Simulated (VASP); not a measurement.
# MgI2: single point with PBE

Crystal: MgI2.

```
CELL_PARAMETERS angstrom
0.00000 3.75572 3.75572
3.75572 0.00000 3.75572
3.75572 3.75572 0.00000
ATOMIC_POSITIONS crystal
Mg 0.00000 0.00000 0.00000
I 0.25000 0.25000 0.25000
I 0.75000 0.75000 0.75000
```

```yaml
Program: VASP 6.6.1
Task: single point
Functional: PBE
Potentials_or_basis: VASP PAW PBE potentials, release 64 (Mg, I)
Cutoff: 520 eV
k_mesh: 4 × 4 × 4
Occupations: gaussian, width 0.01 eV
Spin: no spin polarisation
```

| Property | Result |
| --- | --- |
| Pressure | 0.2 GPa |
| Band gap on the k mesh | 0.58 eV (least direct gap 1.06 eV) |

Levels at points of the mesh, in eV from the valence-band top:
| k point | band 6 | band 7 | band 8 | band 9 | band 10 | band 11 |
| --- | --- | --- | --- | --- | --- | --- |
| (0.00, 0.00, 0.00) | -1.11 | -1.11 | -1.11 | 0.58 | 3.11 | 3.11 |
| (0.50, 0.00, 0.00) | -2.50 | -2.26 | -2.26 | 2.65 | 5.06 | 5.06 |
| (0.50, 0.50, 0.00) | -0.50 | -0.50 | 0.00 | 1.06 | 4.08 | 6.41 |

It took 26 s on 1 thread of Intel(R) Xeon(R) Platinum 8375C CPU @ 2.90GHz (Ice Lake) (shared host), peak memory 0.23 GiB.

Caveat: the structure was generated, so it needn't be the stable form of MgI2; semilocal functionals underestimate gaps, and a narrow one can read as zero; spin-orbit coupling is left out, which moves the levels of the heavy elements. A k mesh can miss the band edges.
